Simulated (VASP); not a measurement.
Input of a VASP 6.6.1 run:

The input INCAR:

```
PREC     = Accurate       # precision mode
ENCUT    = 520            # plane-wave cutoff, eV
EDIFF    = 1E-7           # SCF threshold, eV
ISMEAR   = 0              # smearing method
SIGMA    = 0.15           # smearing width, eV
LREAL    = F              # projectors in reciprocal space
LASPH    = T              # aspherical terms in the spheres
NELM     = 60             # most SCF steps
ALGO     = Normal         # electronic algorithm
ISIF     = 2              # what is computed and relaxed
LWAVE    = F              # write WAVECAR
LCHARG   = F              # write CHGCAR
GGA      = PS             # functional
NBANDS   = 39             # bands
```

KPOINTS

```
regular mesh
0
Gamma
  8 8 14
```

POSCAR

```
Ti3O4
1.0
    2.9128162305     -4.0303540204      0.0000000000
    2.9128162305      4.0303540204      0.0000000000
    0.0000000000      0.0000000000      2.9690273776
Ti O
3 4
Direct
    0.0000000000      0.0000000000      0.5000000000
    0.5000000000      0.0000000000      0.0000000000
    0.0000000000      0.5000000000      0.0000000000
    0.7718661959      0.7718661959      0.0000000000
    0.2700418275      0.7299581725      0.5000000000
    0.2281338041      0.2281338041      0.0000000000
    0.7299581725      0.2700418275      0.5000000000
```

Potentials or basis: VASP PAW PBE potentials, release 64 (Ti_sv, O).

Command:

```console
$ cat potpaw_PBE.64/Ti_sv/POTCAR potpaw_PBE.64/O/POTCAR > POTCAR
$ mpirun -np 1 vasp_std > vasp.out
```

Problem. Estimate the band gap on the k mesh.

Solution. Zero (bands 30 and 31 overlap by 0.95 eV).

Problem. What does it give for the pressure?

Solution. 0.8 GPa.

Forces in eV/Å, atoms in the order of the input:
```
Ti   0.000  0.000  0.000
Ti   0.000  0.000  0.000
Ti   0.000  0.000  0.000
O   -0.661  0.000  0.000
O    0.000  0.858  0.000
O    0.661  0.000  0.000
O    0.000 -0.858  0.000
```

Caveat: the cell differs from its parent crystal (atoms displaced along a vibrational mode); the stress differs along the axes, from -4 to 4 GPa; the PAW data sets were made with another functional, which shifts forces and pressure a little; semilocal functionals often make such compounds metallic where correlation or magnetic order opens a gap, which also shifts bond lengths.
